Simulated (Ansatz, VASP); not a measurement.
## InSe in VASP and in Ansatz

File POSCAR:

```
InSe
1.0
    4.0473293151      0.0000000000      0.0000000000
   -2.0236646576      3.5050900044      0.0000000000
    0.0000000000      0.0000000000     18.0520649100
In Se
4 4
Direct
    0.3333333333      0.6666666667      0.0773904900
    0.3333333333      0.6666666667      0.9226095100
    0.0000000000      0.0000000000      0.4226063200
    0.0000000000      0.0000000000      0.5773936800
    0.3333333333      0.6666666667      0.3529842800
    0.3333333333      0.6666666667      0.6470157200
    0.6666666667      0.3333333333      0.1469999300
    0.6666666667      0.3333333333      0.8530000700
```

The input INCAR.step1:

```
SYSTEM = InSe
  PREC = Accurate
  ENCUT = 520
  ISMEAR = 0
  SIGMA = 0.01
  LREAL = .False.
  LASPH = .True.
  NELM = 100
  NBANDS = 48
  GGA = PE
  ALGO = Normal
  EDIFF = 1E-4
  LWAVE = .True.
  LCHARG = .False.
```

File INCAR.step2:

```
SYSTEM = InSe
  PREC = Accurate
  ENCUT = 520
  EDIFF = 1E-6
  ISMEAR = 0
  SIGMA = 0.01
  LREAL = .False.
  LASPH = .True.
  NELM = 100
  ALGO = Normal
  ISIF = 2
  LWAVE = .False.
  LCHARG = .False.
  METAGGA = R2SCAN
  LMIXTAU = .True.
  NBANDS = 48
  ISTART = 1
```

File KPOINTS:

```
regular mesh
0
Gamma
  12 12 2
  0 0 0
```

File input.yaml:

```yaml
crystal:
  lattice:
    - [4.0473293151, 0.0, 0.0]
    - [-2.0236646576, 3.5050900044, 0.0]
    - [0.0, 0.0, 18.05206491]
  atoms:
    - { symbol: In, position: [0.3333333333, 0.6666666667, 0.07739049] }
    - { symbol: In, position: [0.3333333333, 0.6666666667, 0.92260951] }
    - { symbol: In, position: [0.0, 0.0, 0.42260632] }
    - { symbol: In, position: [0.0, 0.0, 0.57739368] }
    - { symbol: Se, position: [0.3333333333, 0.6666666667, 0.35298428] }
    - { symbol: Se, position: [0.3333333333, 0.6666666667, 0.64701572] }
    - { symbol: Se, position: [0.6666666667, 0.3333333333, 0.14699993] }
    - { symbol: Se, position: [0.6666666667, 0.3333333333, 0.85300007] }
kpoints:
  mp_grid: { grid: [12, 12, 2] }
  band_path:
    path:
      - [0.0, 0.0, 0.0]
      - [0.5, 0.0, 0.0]
      - [0.3333333333, 0.3333333333, 0.0]
      - [0.0, 0.0, 0.5]
      - [0.5, 0.0, 0.5]
      - [0.3333333333, 0.3333333333, 0.5]
    npoints: 1
hamiltonian:
  xc: r2scan
scf:
  occupations: { method: fixed }
  n_extra_bands: 6
output:
  forces: true
  stress: true
  eigenvalues: true
```

Alike in both runs: functional r2SCAN; k mesh 12 × 12 × 2; no spin polarisation.

```csv
,VASP,Ansatz
version,VASP 6.6.1,Ansatz 0.2.0
potentials or method,"VASP PAW PBE potentials, release 64 (In_d, Se)",Ansatz PAW
plane-wave cutoff (eV),520,500
occupations,"gaussian, width 0.01 eV",fixed
valence electrons in the cell,76,116
task,single point,band structure
```

Ansatz gave:

- gap on the k mesh at the Fermi level (eV): 1.14
- least direct gap on the mesh (eV): 1.14
- pressure (GPa): -0.1
- traceless stress, the component that is largest in VASP (GPa): 0.04
- rms of the force components (eV/Å): 0.015

Question: Which values does VASP return?

Answer: gap on the k mesh at the Fermi level (eV): 1.13; least direct gap on the mesh (eV): 1.13; pressure (GPa): -0.1; traceless stress, the component that is largest in VASP (GPa): 0.05; rms of the force components (eV/Å): 0.019.

VASP's potentials were made for PBE, not for r2SCAN. Atom by atom the forces differ by 0.007 eV/Å (rms over components). VASP's potentials hold 76 valence electrons a cell and Ansatz's 116, so a difference there can come from the potentials and not from the codes.
